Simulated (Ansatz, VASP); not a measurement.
## Two plane-wave programs on YbC

INCAR

```
PREC = Accurate
ENCUT = 520
EDIFF = 1E-7
ISMEAR = 0
SIGMA = 0.05
LREAL = F
LASPH = T
NELM = 150
ALGO = Normal
ISIF = 2
LWAVE = F
LCHARG = F
ISPIN = 2
MAGMOM = 0.05 0
LORBIT = 11
LMAXMIX = 6
GGA = PS
NBANDS = 25
```

KPOINTS

```
Automatic mesh
0
Gamma
  10 10 10
```

The input POSCAR:

```
YbC
1.0
    3.0061259935      0.0000000000      0.0000000000
    0.0000000000      3.0061259935      0.0000000000
    0.0000000000      0.0000000000      3.0061259935
Yb C
1 1
Direct
    0.0000000000      0.0000000000      0.0000000000
    0.5000000000      0.5000000000      0.5000000000
```

Input for Ansatz:

```yaml
crystal:
  lattice:
    - [3.0061259935, 0.0, 0.0]
    - [0.0, 3.0061259935, 0.0]
    - [0.0, 0.0, 3.0061259935]
  atoms:
    - { symbol: Yb, position: [0.0, 0.0, 0.0], spin: 0.05 }
    - { symbol: C, position: [0.5, 0.5, 0.5] }
basis:
  ecutwfc: 420
  ecutrho_ratio: 4
kpoints:
  mp_grid: { grid: [10, 10, 10] }
hamiltonian:
  xc: pbesol
scf:
  occupations: { method: gaussian, width: 0.05 }
output:
  forces: true
  stress: true
  eigenvalues: true
  populations: true
magnetization:
  spin_polarized: true
```

Alike in both runs: task single point; functional PBEsol; k mesh 10 × 10 × 10; occupations gaussian, width 0.05 eV; collinear spin.

|  | VASP | Ansatz |
| --- | --- | --- |
| version | VASP 6.6.1 | Ansatz 0.2.0 |
| potentials or method | VASP PAW PBE potentials, release 64 (Yb, C), cutoff 520 eV | scalar-relativistic, plane waves, PAW |
| valence electrons in the cell | 28 | 28 |

VASP gave:

```
pressure (GPa)           : -2.0
net moment per atom (μB) : 0.00
```

Question: What did Ansatz give for the same quantities?

Answer: Pressure (GPa): -2.3; net moment per atom (μB): 0.00.

VASP's potentials were made for PBE, not for PBEsol. Ansatz's warnings: given moment on shells, seeded moment not kept.

Neither program's run includes spin-orbit coupling.
